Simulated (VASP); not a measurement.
# SiC (P6_3mc) in VASP: a series of runs

Aim: see how the results for SiC move with the level of theory and the settings. Levels: r2SCAN, r2SCAN+rVV10. Tasks: single point.

Everything below comes from runs of VASP 6.6.1. Logs are shortened: lines on timing, memory, paths and dates and some standing lists are left out, and cuts for length are marked.

## (1) The cell of the first run

Symmetry: P6_3mc, No. 186, hexagonal system. The conventional cell has a = 3.076 Å, b = 3.076 Å, c = 5.047 Å, α = 90.00°, β = 90.00°, γ = 120.00°. Si (site symmetry 3m) has 4 C at 1.88 to 1.90 Å within 2.5 Å. C (site symmetry 3m) has 4 Si at 1.88 to 1.90 Å within 2.5 Å.

## (2) Single point, r2SCAN

The input, POSCAR:

```
SiC
1.0
    3.0756930825      0.0000000000      0.0000000000
   -1.5378465413      2.6636283437      0.0000000000
    0.0000000000      0.0000000000      5.0470255368
Si C
2 2
Direct
    0.3333333333      0.6666666667      0.0045459278
    0.6666666667      0.3333333333      0.5045459278
    0.3333333333      0.6666666667      0.3804540722
    0.6666666667      0.3333333333      0.8804540722
```

The input, INCAR.step1:

```
PREC = Accurate ; ENCUT = 520
ISMEAR = 0 ; SIGMA = 0.01
LREAL = F ; LASPH = T
NELM = 100 ; NBANDS = 16
GGA = PE ; ALGO = Normal
EDIFF = 1E-4 ; LWAVE = T
LCHARG = F
```

The input, INCAR.step2:

```
PREC = Accurate ; ENCUT = 520
EDIFF = 1E-6 ; ISMEAR = 0
SIGMA = 0.01 ; LREAL = F
LASPH = T ; NELM = 100
ALGO = Normal ; ISIF = 2
LWAVE = F ; LCHARG = T
METAGGA = R2SCAN ; LMIXTAU = T
LELF = T ; LVHAR = T
NBANDS = 16 ; ISTART = 1
```

The input, KPOINTS:

```
Automatic mesh
0
Gamma
  6 6 4
```

Potentials or basis: VASP PAW PBE potentials, release 64 (Si, C).

On the command line:

```sh
$ cat potpaw_PBE.64/Si/POTCAR potpaw_PBE.64/C/POTCAR > POTCAR
$ cp INCAR.step1 INCAR
$ mpirun -np 1 vasp_std > vasp.out
$ cp INCAR.step2 INCAR
$ mpirun -np 1 vasp_std > vasp.out
```

OUTCAR:

```text
PREC = Accurate
   ENCUT = 520
   EDIFF = 1E-6
   ISMEAR = 0
   LREAL = F
   LASPH = T
   NELM = 100
   ISIF = 2
   METAGGA = R2SCAN
   ISTART = 1

 ion  position               nearest neighbor table
   1  0.333  0.667  0.005-   4 1.88   4 1.88   4 1.88   3 1.90   2 3.09   2 3.09   2 3.09   2 3.09
                             2 3.09   2 3.09
   2  0.667  0.333  0.505-   3 1.88   3 1.88   3 1.88   4 1.90   1 3.09   1 3.09   1 3.09   1 3.09
                             1 3.09   1 3.09
   3  0.333  0.667  0.380-   2 1.88   2 1.88   2 1.88   1 1.90
   4  0.667  0.333  0.880-   1 1.88   1 1.88   1 1.88   2 1.90

  LATTYP: Found a hexagonal cell.
 ALAT       =     3.0756930825
 C/A-ratio  =     1.6409392620

  Lattice vectors:

 A1 = (   3.0756930825,   0.0000000000,   0.0000000000)
 A2 = (  -1.5378465413,   2.6636283437,   0.0000000000)
 A3 = (   0.0000000000,   0.0000000000,   5.0470255368)

Analysis of symmetry for initial positions (statically):
=====================================================================
 Subroutine PRICEL returns:
 Original cell was already a primitive cell.

 Routine SETGRP: Setting up the symmetry group for a
 hexagonal supercell.

 Subroutine GETGRP returns: Found 12 space group operations
 (whereof  6 operations were pure point group operations)
 out of a pool of 24 trial point group operations.

The static configuration has the point symmetry C_3v.
 The point group associated with its full space group is C_6v.

Analysis of symmetry for dynamics (positions and initial velocities):
=====================================================================
 Subroutine PRICEL returns:
 Original cell was already a primitive cell.

 Routine SETGRP: Setting up the symmetry group for a
 hexagonal supercell.

 Subroutine GETGRP returns: Found 12 space group operations
 (whereof  6 operations were pure point group operations)
 out of a pool of 24 trial point group operations.

The dynamic configuration has the point symmetry C_3v.
 The point group associated with its full space group is C_6v.

 Subroutine INISYM returns: Found 12 space group operations
 (whereof  6 operations are pure point group operations),
 and found     1 'primitive' translations

----------------------------------------------------------------------------------------

                                     Primitive cell

  volume of cell :      41.3478

  direct lattice vectors                    reciprocal lattice vectors
     3.075693082  0.000000000  0.000000000     0.325129970  0.187713876  0.000000000
    -1.537846541  2.663628344  0.000000000     0.000000000  0.375427752  0.000000000
     0.000000000  0.000000000  5.047025537     0.000000000  0.000000000  0.198136505

  length of vectors
     3.075693082  3.075693083  5.047025537     0.375427752  0.375427752  0.198136505

  position of ions in fractional coordinates (direct lattice)
     0.333333333  0.666666667  0.004545928
     0.666666667  0.333333333  0.504545928
     0.333333333  0.666666667  0.380454072
     0.666666667  0.333333333  0.880454072

  ion indices of the primitive-cell ions
   primitive index   ion index
                 1           1
                 2           2
                 3           3
                 4           4

----------------------------------------------------------------------------------------

 KPOINTS: Automatic mesh

Automatic generation of k-mesh.
 Grid dimensions read from file:
 generate k-points for:    6    6    4

 Generating k-lattice:

  Cartesian coordinates                     Fractional coordinates (reciprocal lattice)
     0.054188328  0.031285646  0.000000000     0.166666667  0.000000000  0.000000000
     0.000000000  0.062571292  0.000000000     0.000000000  0.166666667  0.000000000
     0.000000000  0.000000000  0.049534126     0.000000000  0.000000000  0.250000000

  Length of vectors
     0.062571292  0.062571292  0.049534126

  Shift w.r.t. Gamma in fractional coordinates (k-lattice)
     0.000000000  0.000000000  0.000000000

 Subroutine IBZKPT returns following result:
 ===========================================

 Found     21 irreducible k-points:

 Following reciprocal coordinates:
            Coordinates               Weight
  0.000000  0.000000  0.000000      1.000000
  0.166667  0.000000  0.000000      6.000000
  0.333333 -0.000000  0.000000      6.000000
  0.500000  0.000000  0.000000      3.000000
  0.166667  0.166667  0.000000      6.000000
  0.333333  0.166667  0.000000     12.000000
[... 13 lines left out ...]
  0.333333  0.166667  0.500000     12.000000
  0.333333  0.333333  0.500000      2.000000
   k-points           NKPTS =     21   k-points in BZ     NKDIM =     21   number of bands    NBANDS=     16
   number of dos      NEDOS =    301   number of ions     NIONS =      4
   total plane-waves  NPLWV =  23040
   dimension x,y,z NGX =    24 NGY =   24 NGZ =   40
   dimension x,y,z NGXF=    48 NGYF=   48 NGZF=   80
   ions per type =               2   2
   NGX,Y,Z   is equivalent  to a cutoff of  12.97, 12.97, 13.18 a.u.
   NGXF,Y,Z  is equivalent  to a cutoff of  25.94, 25.94, 26.35 a.u.
 SYSTEM =  unknown system
   PREC   = accura    normal or accurate (medium, high low for compatibility)
   ISTART =      1    job   : 0-new  1-cont  2-samecut
   ICHARG =      0    charge: 1-file 2-atom 10-const
   ISPIN  =      1    spin polarized calculation?
   LNONCOLLINEAR =      F non collinear calculations
   LSORBIT =      F    spin-orbit coupling
   LASPH  =      T    aspherical Exc in radial PAW
   ENCUT  =  520.0 eV  38.22 Ry    6.18 a.u.   5.72  5.72  9.38*2*pi/ulx,y,z
   NELM   =    100;   NELMIN=  2; NELMDL=  0     # of ELM steps
   EDIFF  = 0.1E-05   stopping-criterion for ELM
   LREAL  =      F    real-space projection
   EDIFFG = 0.1E-04   stopping-criterion for IOM
   NSW    =      0    number of steps for IOM
   IBRION =     -1    ionic relax: 0-MD 1-quasi-New 2-CG
   NFREE  =      0    steps in history (QN), initial steepest desc. (CG)
   ISIF   =      2    stress and relaxation
   ISYM   =      2    0-nonsym 1-usesym 2-fastsym
   POTIM  = 0.5000    time-step for ionic-motion
   TEBEG  =    0.0;   TEEND  =   0.0 temperature during run
   PSTRESS=    0.0 pullay stress
   NELECT =      16.0000    total number of electrons
   NUPDOWN=      -1.0000    fix difference up-down
   EMIN   =  10.00;   EMAX   =-10.00  energy-range for DOS
   EFERMI =   0.00;   METHOD = LEGACY
   ISMEAR =     0;   SIGMA  =   0.01  broadening in eV -4-tet -1-fermi 0-gaus
   EFERMI_NEDOS =   21; number of points for ismear=-14 and -15
   IALGO  =     38    algorithm
   IMIX   =      4    mixing-type and parameters
     AMIX     =   0.40;   BMIX     =  1.00
     AMIX_MAG =   1.60;   BMIX_MAG =  1.00
  volume/ion in A,a.u.               =      10.34        69.76
  Fermi-wavevector in a.u.,A,eV,Ry     =   1.192973  2.254393 19.363617  1.423186
  Thomas-Fermi vector in A             =   2.328999
   LORBIT       =      0    0 simple, 1 ext, 2 COOP (PROOUT), +10 PAW based schemes
   METAGGA = R2SCAN    functional components
   LHFCALC =     F    Hartree Fock is set to
   AEXX    =    0.0000 exact exchange contribution
   IVDW    =     0    specifies the selected vdW correction
   LEPSILON=     F    determine dielectric tensor
   LRPA    =     F    only Hartree local field effects (RPA)
 non-spin polarized calculation
 Gauss-broadening in eV      SIGMA  =   0.01
  energy-cutoff  :      520.00
  volume of cell :       41.35
 maximum number of plane-waves:      1124
 NGX is ok and might be reduce to    24
   NGX = 11   NGY = 11   NGZ = 19

 number of electron      15.9999999 magnetization

 Free energy of the ion-electron system (eV)
  ---------------------------------------------------
  ext. energy  EPLUGINS =         0.00000000
  ---------------------------------------------------
  free energy    TOTEN  =       -38.62848672 eV

  energy without entropy =      -38.62848672  energy(sigma->0) =      -38.62848672

 E-fermi :   8.2162     XC(G=0): -11.9280

 val. band max:        8.1467031671   @ k =   0.0000   0.0000   0.0000
 cond. band min:      10.8077744788   @ k =   0.3333   0.3333   0.0000
 fundamental gap:      2.6610713118
 Fermi energy:         8.2162481773

 k-point     1 :       0.0000    0.0000    0.0000
  band No.  band energies     occupation
      1      -8.2071      2.00000
      2      -4.5770      2.00000
      3      -0.8428      2.00000
      4       6.7594      2.00000
      5       6.7594      2.00000
      6       8.0404      2.00000
[... 8 lines left out ...]
     15      17.7240      0.00000
     16      20.1751      0.00000

 k-point     2 :       0.1667    0.0000    0.0000
  band No.  band energies     occupation
      1      -7.7112      2.00000
      2      -4.1662      2.00000
      3      -0.3915      2.00000
      4       4.5286      2.00000
      5       6.0437      2.00000
      6       6.4963      2.00000
[... 8 lines left out ...]
     15      18.3868      0.00000
     16      18.7388      0.00000

 k-point     3 :       0.3333   -0.0000    0.0000
  band No.  band energies     occupation
      1      -6.3002      2.00000
      2      -3.2133      2.00000
      3       0.4663      2.00000
      4       1.7232      2.00000
      5       3.5755      2.00000
      6       5.0549      2.00000
[... 8 lines left out ...]
     15      19.9049      0.00000
     16      21.1854      0.00000

 k-point     4 :       0.5000    0.0000    0.0000
  band No.  band energies     occupation
      1      -4.8124      2.00000
      2      -3.3142      2.00000
      3       0.0844      2.00000
      4       1.6027      2.00000
      5       2.5270      2.00000
      6       4.6672      2.00000
[... 8 lines left out ...]
     15      19.3174      0.00000
     16      21.6751      0.00000
[... 267 lines left out ...]
 k-point    19 :       0.1667    0.1667    0.5000
  band No.  band energies     occupation
      1      -5.5776      2.00000
      2      -5.5776      2.00000
      3       2.5383      2.00000
      4       2.5383      2.00000
      5       5.0171      2.00000
      6       5.0171      2.00000
[... 8 lines left out ...]
     15      19.1603      0.00000
     16      19.1603      0.00000

 k-point    20 :       0.3333    0.1667    0.5000
  band No.  band energies     occupation
      1      -4.0949      2.00000
      2      -4.0949      2.00000
      3       0.3735      2.00000
      4       0.3735      2.00000
      5       3.9019      2.00000
      6       3.9019      2.00000
[... 8 lines left out ...]
     15      20.7281      0.00000
     16      20.7281      0.00000

 k-point    21 :       0.3333    0.3333    0.5000
  band No.  band energies     occupation
      1      -3.3535      2.00000
      2      -3.3535      2.00000
      3       0.1545      2.00000
      4       0.1545      2.00000
      5       2.3202      2.00000
      6       2.3202      2.00000
[... 8 lines left out ...]
     15      20.5349      0.00000
     16      20.5349      0.00000

------------------------ aborting loop because EDIFF is reached ----------------------------------------

  FORCE on cell =-STRESS in cart. coord.  units (eV):
  Direction    XX          YY          ZZ          XY          YZ          ZX
  --------------------------------------------------------------------------------------
  -------------------------------------------------------------------------------------
  Total       -0.0502923     -0.0502923     -0.0434372      0.0000000     -0.0000000     -0.0000000
  in kB       -1.9487676     -1.9487676     -1.6831401      0.0000000     -0.0000000     -0.0000000
  external PRESSURE =      -1.8602251 kB  Pullay stress =       0.0000000 kB

 VOLUME and BASIS-vectors are now :
 -----------------------------------------------------------------------------
  energy-cutoff  :      520.00
  volume of cell :       41.35
      direct lattice vectors                 reciprocal lattice vectors
     3.075693082  0.000000000  0.000000000     0.325129970  0.187713876  0.000000000
    -1.537846541  2.663628344  0.000000000     0.000000000  0.375427752  0.000000000
     0.000000000  0.000000000  5.047025537     0.000000000  0.000000000  0.198136505

 POSITION                                       TOTAL-FORCE (eV/Angst)
 -----------------------------------------------------------------------------------
     -0.00000      1.77575      0.02294        -0.000000      0.000000     -0.000090
      1.53785      0.88788      2.54646        -0.000000     -0.000000     -0.000090
     -0.00000      1.77575      1.92016         0.000000      0.000000      0.000090
      1.53785      0.88788      4.44367         0.000000      0.000000      0.000090
 -----------------------------------------------------------------------------------
    total drift:                               -0.000000     -0.000000     -0.000130

  FREE ENERGIE OF THE ION-ELECTRON SYSTEM (eV)
  ---------------------------------------------------
  free  energy   TOTEN  =       -38.6284867181 eV

  energy  without entropy=      -38.6284867181  energy(sigma->0) =      -38.62848672
```

It took 33 s on 1 thread of Intel Xeon Platinum 8559C (Emerald Rapids), shared host; peak memory 0.16 GiB.

What came out:

| Quantity | Value |
| --- | --- |
| Free energy | -38.6285 eV |
| Pressure | -0.2 GPa |
| Band gap on the k mesh | 2.66 eV (least direct gap 4.48 eV) |

Caveat: the PAW data sets were made with another functional, which shifts forces and pressure a little.

## (3) Single point, r2SCAN+rVV10

This run uses another cell than the first one, of 10.31 Å³/atom.

The input, POSCAR:

```
SiC
1.0
    3.0726385693      0.0000000000      0.0000000000
   -1.5363192846      2.6609830576      0.0000000000
    0.0000000000      0.0000000000      5.0426980438
Si C
2 2
Direct
    0.3333333333      0.6666666667      0.0045689836
    0.6666666667      0.3333333333      0.5045689836
    0.3333333333      0.6666666667      0.3804310164
    0.6666666667      0.3333333333      0.8804310164
```

The input, INCAR.step1:

```
SYSTEM = SiC
  PREC = Accurate
  ENCUT = 520
  ISMEAR = 0
  SIGMA = 0.01
  LREAL = .FALSE.
  LASPH = .TRUE.
  NELM = 100
  NBANDS = 16
  GGA = PE
  ALGO = Normal
  EDIFF = 1E-4
  LWAVE = .TRUE.
  LCHARG = .FALSE.
```

The input, INCAR.step2:

```
SYSTEM = SiC
  PREC = Accurate
  ENCUT = 520
  EDIFF = 1E-6
  ISMEAR = 0
  SIGMA = 0.01
  LREAL = .FALSE.
  LASPH = .TRUE.
  NELM = 100
  ALGO = Normal
  ISIF = 2
  LWAVE = .FALSE.
  LCHARG = .FALSE.
  METAGGA = R2SCAN
  LMIXTAU = .TRUE.
  LUSE_VDW = .TRUE.
  IVDW_NL = 2
  BPARAM = 11.95
  CPARAM = 0.0093
  NBANDS = 16
  ISTART = 1
```

The input, KPOINTS:

```
regular mesh
0
G
  6 6 4
  0 0 0
```

Potentials or basis: VASP PAW PBE potentials, release 64 (Si, C).

On the command line:

```sh
$ cat potpaw_PBE.64/Si/POTCAR potpaw_PBE.64/C/POTCAR > POTCAR
$ cp INCAR.step1 INCAR
$ mpirun -np 1 vasp_std > vasp.out
$ cp INCAR.step2 INCAR
$ mpirun -np 1 vasp_std > vasp.out
```

It took 55 s on 1 thread of Intel Xeon Platinum 8559C (Emerald Rapids), shared host; peak memory 0.25 GiB.

It converged, with:

```yaml
Free_energy: -38.4171 eV
Pressure: -0.1 GPa
Band_gap_on_the_k_mesh: 2.61 eV (least direct gap 4.46 eV)
```

Levels at points of the mesh, in eV from the valence-band top:
```tsv
k point	band 4	band 5	band 6	band 7	band 8	band 9	band 10	band 11	band 12	band 13
(0.00, 0.00, 0.00)	-1.39	-1.39	-0.11	0.00	0.00	5.38	6.78	7.19	7.19	8.34
(0.50, 0.00, 0.00)	-6.56	-5.64	-3.49	-3.38	-1.26	3.20	4.64	7.47	7.64	10.78
(0.00, 0.00, 0.50)	-4.64	-0.75	-0.75	-0.75	-0.75	6.50	6.50	7.89	7.89	7.89
(0.50, 0.00, 0.50)	-8.57	-2.57	-2.57	-2.44	-2.44	3.70	3.70	5.78	5.78	11.11
```

Caveat: the PAW data sets were made with another functional, which shifts forces and pressure a little. r2SCAN opens gaps a little over a GGA but as a rule still falls short of measured ones.
